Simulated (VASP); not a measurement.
A run of VASP 6.6.1:

File POSCAR:

```
PbF2
1.0
    0.0000000000      2.9636600000      2.9636600000
    2.9636600000      0.0000000000      2.9636600000
    2.9636600000      2.9636600000      0.0000000000
Pb F
1 2
Direct
    0.0000000000      0.0000000000      0.0000000000
    0.7500000000      0.7500000000      0.7500000000
    0.2500000000      0.2500000000      0.2500000000
```

The input INCAR.step1:

```
SYSTEM = PbF2
ALGO = Normal
EDIFF = 1E-5
EDIFFG = -0.005
ENCUT = 660
GGA = PE
GGA_COMPAT = .FALSE.
IBRION = 2
ISIF = 3
ISMEAR = -1
LASPH = .TRUE.
LCHARG = .FALSE.
LREAL = .FALSE.
LWAVE = .TRUE.
NELM = 120
NELMIN = 4
NSW = 100
PREC = Accurate
SIGMA = 0.05
```

The input INCAR.step2:

```
SYSTEM = PbF2
ALGO = Normal
EDIFF = 1E-7
EDIFFG = -0.01
ENCUT = 660
GGA_COMPAT = .FALSE.
IBRION = 2
ISIF = 3
ISMEAR = -1
ISTART = 1
LASPH = .TRUE.
LCHARG = .FALSE.
LMIXTAU = .TRUE.
LREAL = .FALSE.
LWAVE = .FALSE.
METAGGA = R2SCAN
NELM = 120
NELMIN = 4
NSW = 60
PREC = Accurate
PSTRESS = 300.0
SIGMA = 0.05
```

The input KPOINTS:

```
k-points
0
G
  8 8 8
  0 0 0
```

Potentials or basis: VASP PAW PBE potentials, release 64 (Pb_d, F).

Run with:

```bash
$ cat potpaw_PBE.64/Pb_d/POTCAR potpaw_PBE.64/F/POTCAR > POTCAR
$ cp INCAR.step1 INCAR
$ mpirun -np 1 vasp_std > vasp.out
$ cp INCAR.step2 INCAR
$ mpirun -np 1 vasp_std > vasp.out
```

Hardware: 1 thread of Intel(R) Xeon(R) 6975P-C (Granite Rapids) (shared host).

Q: How long does it take, and how much memory?

A: It took 6.3 min on 1 thread of Intel(R) Xeon(R) 6975P-C (Granite Rapids), with other jobs on the host, peak memory 0.27 GiB. Counts: k points 29, ion steps 5.
